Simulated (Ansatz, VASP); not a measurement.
**One calculation of In3SbAs2, two programs**

```
In Sb As
1.0
     2.94154    0.00000    0.00000
     0.00000    5.66138    0.00000
     0.00000    0.00000    9.26903
In Sb As
3 1 2
Cartesian
  0.0000 0.0000 0.0000
  0.0000 0.0000 3.0897
  0.0000 0.0000 6.1794
  0.0000 2.8307 8.4966
  0.0000 2.8307 2.3173
  0.0000 2.8307 5.4069
```

Alike in both runs: task single point; functional PBE; k mesh 6 × 4 × 2; occupations gaussian, width 0.1 eV; no spin polarisation.

|  | VASP | Ansatz |
| --- | --- | --- |
| version | VASP 6.6.1 | Ansatz 0.2.0 |
| potentials or method | VASP PAW PBE potentials, release 64 (In_d, Sb, As), cutoff 520 eV | scalar-relativistic, plane waves, PAW |
| valence electrons in the cell | 54 | 84 |

```tsv
	VASP	Ansatz	Ansatz less VASP
gap on the k mesh at the Fermi level (eV)	none	none	-
pressure (GPa)	0.8	0.8	0.00
traceless stress, the component that is largest in VASP (GPa)	3.38	3.39	+0.007
rms of the force components (eV/Å)	0.090	0.090	0.0000
```

Atom by atom the forces differ by 0.001 eV/Å (rms over components). A gap of «none» marks a metal or a gap that the smearing closes. With one functional, cell and mesh, what is left measures potentials, basis and numerics. VASP's potentials hold 54 valence electrons a cell and Ansatz's 84, so a difference there can come from the potentials and not from the codes.

Neither program's run includes spin-orbit coupling.
